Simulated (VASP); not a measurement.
A run of VASP 6.6.1 is set up as follows.

File INCAR:

```
PREC     = Accurate       # precision mode
ENCUT    = 520            # plane-wave cutoff, eV
EDIFF    = 1E-6           # SCF threshold, eV
ISMEAR   = -1             # smearing method
SIGMA    = 0.05           # smearing width, eV
LREAL    = Auto         
LASPH    = T              # aspherical terms in the spheres
NELM     = 80             # most SCF steps
ALGO     = Normal         # electronic algorithm
ISIF     = 2              # what is computed and relaxed
LWAVE    = F              # write WAVECAR
LCHARG   = T              # write CHGCAR
GGA      = PE             # functional
LELF     = T              # ELF
LVHAR    = T            
ISYM     = 0            
NBANDS   = 77             # bands
```

Contents of KPOINTS:

```
Automatic mesh
0
Gamma
  1 1 1
```

The input POSCAR:

```
K7NaCl8
1.0
    8.0552110000      0.0523980000     -0.0749070000
    0.0523980000      8.1439380000      0.0866740000
   -0.0749070000      0.0866740000      8.1384140000
Na Cl K
1 8 7
Direct
    0.5562319471      0.3108304577      0.7883054054
    0.3322380321      0.4972160688      0.6308299441
    0.8255959104      0.5484626986      0.8060342540
    0.8297531429      0.8657399466      0.1858128838
    0.8622001049      0.4001414098      0.3073194564
    0.3382942505      0.8284398480      0.2681346036
    0.6956739901      0.0513724287      0.6647922062
    0.4048755430      0.3123764144      0.0642774008
    0.1616600954      0.9533909774      0.8605732349
    0.0882919019      0.7578872231      0.5639883354
    0.0255376610      0.2675212649      0.6522865280
    0.0795941372      0.5973795143      0.0523190251
    0.5920504001      0.1388063090      0.3335344972
    0.1094332368      0.1166192296      0.1765713148
    0.6326486646      0.6738371625      0.4432055989
    0.5566225359      0.8036848731      0.9085459823
```

Potentials or basis: VASP PAW PBE potentials, release 64 (Na_pv, Cl, K_sv).

Command:

```console
$ cat potpaw_PBE.64/Na_pv/POTCAR potpaw_PBE.64/Cl/POTCAR potpaw_PBE.64/K_sv/POTCAR > POTCAR
$ mpirun -np 1 vasp_gam > vasp.out
```

(1) Estimate the band gap on the k mesh.

(2) Estimate the pressure.

Results:

(1) 4.15 eV.

(2) 0.7 GPa.

Caveat: the k points lie up to 0.78 Å⁻¹ apart.
